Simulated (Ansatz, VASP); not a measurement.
**Two plane-wave programs on HfN**

POSCAR

```
HfN
1.0
    0.0000000000      2.3320809000      2.3320809000
    2.3320809000      0.0000000000      2.3320809000
    2.3320809000      2.3320809000      0.0000000000
Hf N
1 1
Direct
    0.0000000000      0.0000000000      0.0000000000
    0.7500000000      0.7500000000      0.7500000000
```

File INCAR.step1:

```
ALGO = Normal
EDIFF = 1E-4
ENCUT = 520
GGA = PE
ISMEAR = 0
LASPH = T
LCHARG = F
LREAL = F
LWAVE = T
NBANDS = 14
NELM = 60
PREC = Accurate
SIGMA = 0.15
```

INCAR.step2

```
ALGO = Normal
EDIFF = 1E-6
ENCUT = 520
ISIF = 2
ISMEAR = 0
ISTART = 1
LASPH = T
LCHARG = F
LMIXTAU = T
LREAL = F
LWAVE = F
METAGGA = R2SCAN
NBANDS = 14
NELM = 60
PREC = Accurate
SIGMA = 0.15
```

File KPOINTS:

```
k-points
0
Gamma
  16 16 16
```

Input for Ansatz:

```yaml
crystal:
  lattice:
    - [0.0, 2.3320809, 2.3320809]
    - [2.3320809, 0.0, 2.3320809]
    - [2.3320809, 2.3320809, 0.0]
  atoms:
    - { symbol: Hf, position: [0.0, 0.0, 0.0] }
    - { symbol: "N", position: [0.75, 0.75, 0.75] }
basis:
  ecutwfc: 500
kpoints:
  mp_grid: { grid: [16, 16, 16] }
hamiltonian:
  xc: r2scan
scf:
  occupations: { method: gaussian, width: 0.15 }
output:
  forces: true
  stress: true
  eigenvalues: true
  write_density: true
  write_potential: true
  elf: true
  volumetric_format: npy
```

Change from the starting cell: strain -0.050 along x and y, -0.050 along z, atoms carried along.

Alike in both runs: task single point; functional r2SCAN; k mesh 16 × 16 × 16; occupations gaussian, width 0.15 eV; no spin polarisation.

```csv
,VASP,Ansatz
version,VASP 6.6.1,Ansatz 0.2.0
potentials or method,"VASP PAW PBE potentials, release 64 (Hf_pv, N), cutoff 520 eV","scalar-relativistic, plane waves, PAW"
valence electrons in the cell,15,31
```

|  | VASP | Ansatz | Ansatz less VASP |
| --- | --- | --- | --- |
| gap on the k mesh at the Fermi level (eV) | none | none | - |
| pressure (GPa) | 37.9 | 38.6 | +0.74 |

VASP's potentials were made for PBE, not for r2SCAN. A gap of «none» marks a metal or a gap that the smearing closes. Both programs put the cell under a high pressure, so it lies far from rest at this level. With one functional, cell and mesh, what is left measures potentials, basis and numerics. VASP's potentials hold 15 valence electrons a cell and Ansatz's 31, so a difference there can come from the potentials and not from the codes.

Neither program's run includes spin-orbit coupling.
